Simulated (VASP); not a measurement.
Set up this calculation in VASP 6.6.1, as the native input.

* Task: single point
* Functional: PBE
* Potentials or basis: VASP PAW PBE potentials, release 64 (Hf_pv, B)
* Cutoff: 520 eV
* k mesh: 12 × 12 × 6
* Occupations: gaussian, width 0.1 eV
* Spin: no spin polarisation
* Dipole correction: no
* Further INCAR settings: ALGO = Normal; EDIFF = 1e-07; NBANDS = 25

The structure of HfB2 lies in POSCAR:

```
HfB2
1.0
    4.5266985135      0.0000000000      0.0000000000
   -2.2633492567      3.9202359079      0.0000000000
    0.0000000000      0.0000000000      6.9253802437
Hf B
2 4
Direct
    0.0000000000      0.0000000000      0.7918713551
    0.0000000000      0.0000000000      0.2081286449
    0.6666666667      0.3333333333      0.5000000000
    0.8746333667      0.1253666333      0.5000000000
    0.8746333667      0.7492667334      0.5000000000
    0.2507332666      0.1253666333      0.5000000000
```

One way to write it, as run:

INCAR

```
SYSTEM = HfB2
PREC = Accurate
ENCUT = 520
EDIFF = 1E-7
ISMEAR = 0
SIGMA = 0.1
LREAL = .False.
LASPH = .True.
NELM = 100
ALGO = Normal
ISIF = 2
LWAVE = .False.
LCHARG = .False.
GGA = PE
NBANDS = 25
```

KPOINTS

```
regular mesh
0
Gamma
  12 12 6
  0 0 0
```

Potentials or basis: VASP PAW PBE potentials, release 64 (Hf_pv, B).

The run is started by

```bash
$ cat potpaw_PBE.64/Hf_pv/POTCAR potpaw_PBE.64/B/POTCAR > POTCAR
$ mpirun -np 1 vasp_std > vasp.out
```

Results of the run:

```json
{"Pressure": "-0.1 GPa", "Largest force": "0.047 eV/Å", "Band gap on the k mesh": "zero (band 16 reaches 1.84 eV, above the bottom of band 17 at 1.14 eV)"}
```

Caveat: spin-orbit coupling is left out, which moves the levels of the heavy elements.

It took 3.8 min on 1 thread of AMD EPYC 9R14 (Zen 4), on a shared host, peak memory 0.34 GiB.
